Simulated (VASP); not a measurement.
# MgH2 (P1) in VASP: notebook, part 2 of 2

VASP 6.6.1.

### Step 3. Single point, PBEsol

Input file INCAR:

```
  PREC = Accurate
  ENCUT = 600
  EDIFF = 1E-6
  ISMEAR = -1
  SIGMA = 0.05
  LREAL = F
  LASPH = T
  NELM = 120
  ALGO = Normal
  ISIF = 2
  LWAVE = F
  LCHARG = F
  GGA = PS
  NBANDS = 9
  GGA_COMPAT = F
```

Input file KPOINTS:

```
Automatic mesh
0
Gamma
  5 5 5
```

Input file POSCAR:

```
MgH2
1.0
    0.0000000000      2.3810670000      2.3810670000
    2.3810670000      0.0000000000      2.3810670000
    2.3810670000      2.3810670000      0.0000000000
Mg H
1 2
Direct
   -0.0018412534      0.0015968597      0.0018563187
    0.7576865336      0.7431380947      0.7386044641
    0.2867100491      0.2183581809      0.2166356957
```

Potentials or basis: VASP PAW PBE potentials, release 64 (Mg, H).

Started as:

```console
$ cat potpaw_PBE.64/Mg/POTCAR potpaw_PBE.64/H/POTCAR > POTCAR
$ mpirun -np 1 vasp_std > vasp.out
```

OUTCAR:

```text
PREC = Accurate
   ENCUT = 600
   EDIFF = 1E-6
   ISMEAR = -1
   LREAL = F
   LASPH = T
   NELM = 120
   ISIF = 2
   GGA = PS

 ion  position               nearest neighbor table
   1  0.998  0.002  0.002-   3 1.96   3 1.98   2 2.03   2 2.04   2 2.09   2 2.10   3 2.16   3 2.16

   2  0.758  0.743  0.739-   1 2.03   1 2.04   1 2.09   1 2.10
   3  0.287  0.218  0.217-   1 1.96   1 1.98   1 2.16   1 2.16

  LATTYP: Found a face centered cubic cell.
 ALAT       =     4.7621340000

  Lattice vectors:

 A1 = (   0.0000000000,   2.3810670000,   2.3810670000)
 A2 = (   2.3810670000,   0.0000000000,   2.3810670000)
 A3 = (   2.3810670000,   2.3810670000,   0.0000000000)

Analysis of symmetry for initial positions (statically):
=====================================================================
 Subroutine PRICEL returns:
 Original cell was already a primitive cell.

 Routine SETGRP: Setting up the symmetry group for a
 face centered cubic supercell.

 Subroutine GETGRP returns: Found  1 space group operations
 (whereof  1 operations were pure point group operations)
 out of a pool of 48 trial point group operations.

The static configuration has the point symmetry C_1 .

Analysis of symmetry for dynamics (positions and initial velocities):
=====================================================================
 Subroutine PRICEL returns:
 Original cell was already a primitive cell.

 Routine SETGRP: Setting up the symmetry group for a
 face centered cubic supercell.

 Subroutine GETGRP returns: Found  1 space group operations
 (whereof  1 operations were pure point group operations)
 out of a pool of 48 trial point group operations.

The dynamic configuration has the point symmetry C_1 .

 Subroutine INISYM returns: Found  1 space group operations
 (whereof  1 operations are pure point group operations),
 and found     1 'primitive' translations

----------------------------------------------------------------------------------------

                                     Primitive cell

  volume of cell :      26.9988

  direct lattice vectors                    reciprocal lattice vectors
     0.000000000  2.381067000  2.381067000    -0.209989891  0.209989891  0.209989891
     2.381067000  0.000000000  2.381067000     0.209989891 -0.209989891  0.209989891
     2.381067000  2.381067000  0.000000000     0.209989891  0.209989891 -0.209989891

  length of vectors
     3.367337244  3.367337244  3.367337244     0.363713160  0.363713160  0.363713160

  position of ions in fractional coordinates (direct lattice)
     0.998158747  0.001596860  0.001856319
     0.757686534  0.743138095  0.738604464
     0.286710049  0.218358181  0.216635696

  ion indices of the primitive-cell ions
   primitive index   ion index
                 1           1
                 2           2
                 3           3

----------------------------------------------------------------------------------------

 KPOINTS: Automatic mesh

Automatic generation of k-mesh.
 Grid dimensions read from file:
 generate k-points for:    5    5    5

 Generating k-lattice:

  Cartesian coordinates                     Fractional coordinates (reciprocal lattice)
    -0.041997978  0.041997978  0.041997978     0.200000000  0.000000000  0.000000000
     0.041997978 -0.041997978  0.041997978     0.000000000  0.200000000  0.000000000
     0.041997978  0.041997978 -0.041997978     0.000000000  0.000000000  0.200000000

  Length of vectors
     0.072742632  0.072742632  0.072742632

  Shift w.r.t. Gamma in fractional coordinates (k-lattice)
     0.000000000  0.000000000  0.000000000

 Subroutine IBZKPT returns following result:
 ===========================================

 Found     63 irreducible k-points:

 Following reciprocal coordinates:
            Coordinates               Weight
  0.000000  0.000000  0.000000      1.000000
  0.200000  0.000000  0.000000      2.000000
  0.000000  0.200000  0.000000      2.000000
  0.000000  0.000000  0.200000      2.000000
  0.200000  0.200000  0.200000      2.000000
  0.400000  0.000000  0.000000      2.000000
[... 16 lines left out ...]
  0.200000  0.400000  0.400000      2.000000
  0.400000  0.000000  0.200000      2.000000
 [... further k-points ...]
   k-points           NKPTS =     63   k-points in BZ     NKDIM =     63   number of bands    NBANDS=      9
   number of dos      NEDOS =    301   number of ions     NIONS =      3
   total plane-waves  NPLWV =  21952
   dimension x,y,z NGX =    28 NGY =   28 NGZ =   28
   dimension x,y,z NGXF=    56 NGYF=   56 NGZF=   56
   ions per type =               1   2
   NGX,Y,Z   is equivalent  to a cutoff of  13.82, 13.82, 13.82 a.u.
   NGXF,Y,Z  is equivalent  to a cutoff of  27.65, 27.65, 27.65 a.u.
 SYSTEM =  unknown system
   PREC   = accura    normal or accurate (medium, high low for compatibility)
   ISTART =      0    job   : 0-new  1-cont  2-samecut
   ICHARG =      2    charge: 1-file 2-atom 10-const
   ISPIN  =      1    spin polarized calculation?
   LNONCOLLINEAR =      F non collinear calculations
   LSORBIT =      F    spin-orbit coupling
   LASPH  =      T    aspherical Exc in radial PAW
   ENCUT  =  600.0 eV  44.10 Ry    6.64 a.u.   6.73  6.73  6.73*2*pi/ulx,y,z
   NELM   =    120;   NELMIN=  2; NELMDL= -5     # of ELM steps
   EDIFF  = 0.1E-05   stopping-criterion for ELM
   LREAL  =      F    real-space projection
   EDIFFG = 0.1E-04   stopping-criterion for IOM
   NSW    =      0    number of steps for IOM
   IBRION =     -1    ionic relax: 0-MD 1-quasi-New 2-CG
   NFREE  =      0    steps in history (QN), initial steepest desc. (CG)
   ISIF   =      2    stress and relaxation
   ISYM   =      2    0-nonsym 1-usesym 2-fastsym
   POTIM  = 0.5000    time-step for ionic-motion
   TEBEG  =    0.0;   TEEND  =   0.0 temperature during run
   PSTRESS=    0.0 pullay stress
   NELECT =       4.0000    total number of electrons
   NUPDOWN=      -1.0000    fix difference up-down
   EMIN   =  10.00;   EMAX   =-10.00  energy-range for DOS
   EFERMI =   0.00;   METHOD = LEGACY
   ISMEAR =    -1;   SIGMA  =   0.05  broadening in eV -4-tet -1-fermi 0-gaus
   EFERMI_NEDOS =   21; number of points for ismear=-14 and -15
   IALGO  =     38    algorithm
   IMIX   =      4    mixing-type and parameters
     AMIX     =   0.40;   BMIX     =  1.00
     AMIX_MAG =   1.60;   BMIX_MAG =  1.00
  volume/ion in A,a.u.               =       9.00        60.73
  Fermi-wavevector in a.u.,A,eV,Ry     =   0.866257  1.636988 10.209818  0.750400
  Thomas-Fermi vector in A             =   1.984619
   LORBIT       =      0    0 simple, 1 ext, 2 COOP (PROOUT), +10 PAW based schemes
   GGA     = PS    functional components
   LHFCALC =     F    Hartree Fock is set to
   AEXX    =    0.0000 exact exchange contribution
   IVDW    =     0    specifies the selected vdW correction
   LEPSILON=     F    determine dielectric tensor
   LRPA    =     F    only Hartree local field effects (RPA)
 non-spin polarized calculation
  energy-cutoff  :      600.00
  volume of cell :       27.00
 maximum number of plane-waves:       914
   NGX = 13   NGY = 13   NGZ = 13

 number of electron       4.0000000 magnetization

 Free energy of the ion-electron system (eV)
  ---------------------------------------------------
  ext. energy  EPLUGINS =         0.00000000
  ---------------------------------------------------
  free energy    TOTEN  =        -8.55219807 eV

  energy without entropy =       -8.54940251  energy(sigma->0) =       -8.55080029

 E-fermi :   2.8027     XC(G=0):  -9.0901

 val. band max:        2.4738449581   @ k =   0.2000   0.2000   0.0000
 cond. band min:       2.8951539138   @ k =   0.0000  -0.4000   0.4000
 fundamental gap:      0.4213089557
 Fermi energy:         2.8027307466

 k-point     1 :       0.0000    0.0000    0.0000
  band No.  band energies     occupation
      1      -7.0665      2.00000
      2       4.0133      0.00000
      3      12.0634      0.00000
      4      12.1402      0.00000
      5      12.1705      0.00000
      6      14.5953      0.00000
      7      14.6429      0.00000
      8      14.6770      0.00000
      9      15.6494      0.00000
[... 265 lines left out ...]
 k-point    24 :       0.4000    0.0000    0.2000
  band No.  band energies     occupation
      1      -4.4942      2.00000
      2       0.3396      2.00000
      3       6.9603      0.00000
      4       7.9274      0.00000
      5       8.9094      0.00000
      6      14.3322      0.00000
      7      15.8543      0.00000
      8      17.0698      0.00000
      9      17.4328      0.00000

 [... further k-points ...]
[... 5 lines left out ...]
  --------------------------------------------------------------------------------------
  -------------------------------------------------------------------------------------
  Total       -0.1170434     -0.1384573     -0.1390922     -0.0093202      0.1053392     -0.0247781
  in kB       -6.9456469     -8.2163982     -8.2540763     -0.5530817      6.2510893     -1.4703943
  external PRESSURE =      -7.8053738 kB  Pullay stress =       0.0000000 kB

 VOLUME and BASIS-vectors are now :
 -----------------------------------------------------------------------------
  energy-cutoff  :      600.00
  volume of cell :       27.00
      direct lattice vectors                 reciprocal lattice vectors
     0.000000000  2.381067000  2.381067000    -0.209989891  0.209989891  0.209989891
     2.381067000  0.000000000  2.381067000     0.209989891 -0.209989891  0.209989891
     2.381067000  2.381067000  0.000000000     0.209989891  0.209989891 -0.209989891

 POSITION                                       TOTAL-FORCE (eV/Angst)
 -----------------------------------------------------------------------------------
      0.00822      2.38110      2.38049        -0.326137      0.013144      0.037932
      3.52813      3.56277      3.57356        -0.082904      0.038705      0.007477
      1.03575      1.19850      1.20260         0.409041     -0.051849     -0.045409
 -----------------------------------------------------------------------------------
    total drift:                                0.000100      0.000024     -0.000019

  FREE ENERGIE OF THE ION-ELECTRON SYSTEM (eV)
  ---------------------------------------------------
  free  energy   TOTEN  =        -8.5521980738 eV

  energy  without entropy=       -8.5494025068  energy(sigma->0) =       -8.55080029
```

OSZICAR:

```text
N       E                     dE             d eps       ncg     rms          rms(c)
DAV:   1    -0.314579182889E+01   -0.31458E+01   -0.18774E+03  1166   0.377E+02
DAV:   2    -0.901503130323E+01   -0.58692E+01   -0.55504E+01  1545   0.436E+01
DAV:   3    -0.918389705879E+01   -0.16887E+00   -0.16871E+00  1394   0.680E+00
DAV:   4    -0.918430857445E+01   -0.41152E-03   -0.41151E-03  1509   0.302E-01
DAV:   5    -0.918430932955E+01   -0.75509E-06   -0.75481E-06  1410   0.115E-02    0.437E+00
DAV:   6    -0.871780347707E+01    0.46651E+00   -0.34248E-01  1198   0.216E+00    0.220E+00
DAV:   7    -0.855025198173E+01    0.16755E+00   -0.42352E-01  1212   0.262E+00    0.340E-01
DAV:   8    -0.855225731533E+01   -0.20053E-02   -0.60265E-03  1301   0.472E-01    0.539E-02
DAV:   9    -0.855219248561E+01    0.64830E-04   -0.20546E-04  1269   0.587E-02    0.114E-02
DAV:  10    -0.855219823164E+01   -0.57460E-05   -0.57505E-06  1312   0.141E-02    0.284E-03
DAV:  11    -0.855219807384E+01    0.15780E-06   -0.59329E-07   935   0.344E-03
   1 F= -.85521981E+01 E0= -.85508003E+01  d E =-.279557E-02
```

It took 8.5 s on 1 thread of Intel Xeon 6975P-C (Granite Rapids), shared host; peak memory 0.16 GiB.

What came out:

```
Free energy            : -8.5522 eV
Pressure               : -0.8 GPa
Largest force          : 0.415 eV/Å
Band gap on the k mesh : zero (band 2 reaches 4.01 eV, above the bottom of band 3 at 2.90 eV)
```

Forces on the atoms (eV/Å):
```
Mg  -0.326  0.013  0.038
H   -0.083  0.039  0.007
H    0.409 -0.052 -0.045
```

Stress tensor (GPa, compression positive):
```
-0.69 -0.06 -0.15
-0.06 -0.82  0.63
-0.15  0.63 -0.83
```

Caveat: the k points lie up to 0.46 Å⁻¹ apart; the PAW data sets were made with another functional, which shifts forces and pressure a little.

### Step 4. Single point, PBEsol

Input file INCAR:

```
ALGO = Normal
EDIFF = 1E-6
ENCUT = 600
GGA = PS
GGA_COMPAT = F
ISIF = 2
ISMEAR = -1
LASPH = T
LCHARG = F
LREAL = F
LWAVE = F
NBANDS = 9
NELM = 120
PREC = Accurate
SIGMA = 0.05
```

Input file KPOINTS:

```
k-points
0
Gamma
  5 5 5
```

Input file POSCAR:

```
MgH2
1.0
    0.0000000000      2.3810670000      2.3810670000
    2.3810670000      0.0000000000      2.3810670000
    2.3810670000      2.3810670000      0.0000000000
Mg H
1 2
Direct
   -0.0021924294      0.0019023737      0.0022114665
    0.7593709032      0.7416372059      0.7362645952
    0.2934933547      0.2124924148      0.2104121213
```

Started as:

```console
$ cat potpaw_PBE.64/Mg/POTCAR potpaw_PBE.64/H/POTCAR > POTCAR
$ mpirun -np 1 vasp_std > vasp.out
```

Wall time 8.1 s (1 thread of Intel Xeon 6975P-C (Granite Rapids), shared host); peak memory 0.16 GiB.

It converged, with:

- Free energy: -8.5394 eV
- Pressure: -0.6 GPa
- Largest force: 0.490 eV/Å
- Band gap on the k mesh: zero (band 2 reaches 4.01 eV, above the bottom of band 3 at 2.89 eV)

Forces in eV/Å, atoms in the order of the input:
```
Mg  -0.387  0.019  0.049
H   -0.096  0.046  0.008
H    0.483 -0.065 -0.057
```

Stress tensor (GPa, compression positive):
```
-0.48 -0.07 -0.19
-0.07 -0.65  0.76
-0.19  0.76 -0.65
```

Levels at points of the mesh, in eV from the Fermi level:
```
           k point  band 1  band 2  band 3  band 4  band 5  band 6  band 7
(0.00, 0.00, 0.00)   -9.87    1.20    9.23    9.34    9.38   11.78   11.84
```

Caveat: the k points lie up to 0.46 Å⁻¹ apart; the PAW data sets were made with another functional, which shifts forces and pressure a little.

### Step 5. Single point, PBEsol

Input file INCAR:

```
SYSTEM = MgH2
  PREC = Accurate
  ENCUT = 600
  EDIFF = 1E-6
  ISMEAR = -1
  SIGMA = 0.05
  LREAL = .False.
  LASPH = .True.
  NELM = 120
  ALGO = Normal
  ISIF = 2
  LWAVE = .False.
  LCHARG = .False.
  GGA = PS
  NBANDS = 9
  GGA_COMPAT = .False.
```

Input file KPOINTS:

```
Automatic mesh
0
Gamma
  5 5 5
  0 0 0
```

Input file POSCAR:

```
MgH2
1.0
    0.0000000000      2.3810670000      2.3810670000
    2.3810670000      0.0000000000      2.3810670000
    2.3810670000      2.3810670000      0.0000000000
Mg H
1 2
Direct
   -0.0025341879      0.0022004944      0.0025579854
    0.7611310077      0.7400684681      0.7338948852
    0.2999738710      0.2068727452      0.2044264283
```

Started as:

```console
$ cat potpaw_PBE.64/Mg/POTCAR potpaw_PBE.64/H/POTCAR > POTCAR
$ mpirun -np 1 vasp_std > vasp.out
```

Run time: 8 s. Hardware: 1 thread of Intel Xeon 6975P-C (Granite Rapids), shared host; peak memory 0.16 GiB.

The run converged. Its results:

```yaml
Free_energy: -8.5251 eV
Pressure: -0.4 GPa
Largest_force: 0.562 eV/Å
Band_gap_on_the_k_mesh: zero (band 2 reaches 4.00 eV, above the bottom of band 3 at 2.89 eV)
```

Forces in eV/Å, atoms in the order of the input:
```
Mg  -0.445  0.026  0.061
H   -0.107  0.052  0.008
H    0.552 -0.078 -0.068
```

Stress tensor (GPa, compression positive):
```
-0.25 -0.08 -0.23
-0.08 -0.45  0.90
-0.23  0.90 -0.46
```

Levels at points of the mesh, in eV from the Fermi level:
```tsv
k point	band 1	band 2	band 3	band 4	band 5
(0.00, 0.00, 0.00)	-9.87	1.20	9.21	9.35	9.39
```

Caveat: the k points lie up to 0.46 Å⁻¹ apart; the PAW data sets were made with another functional, which shifts forces and pressure a little.
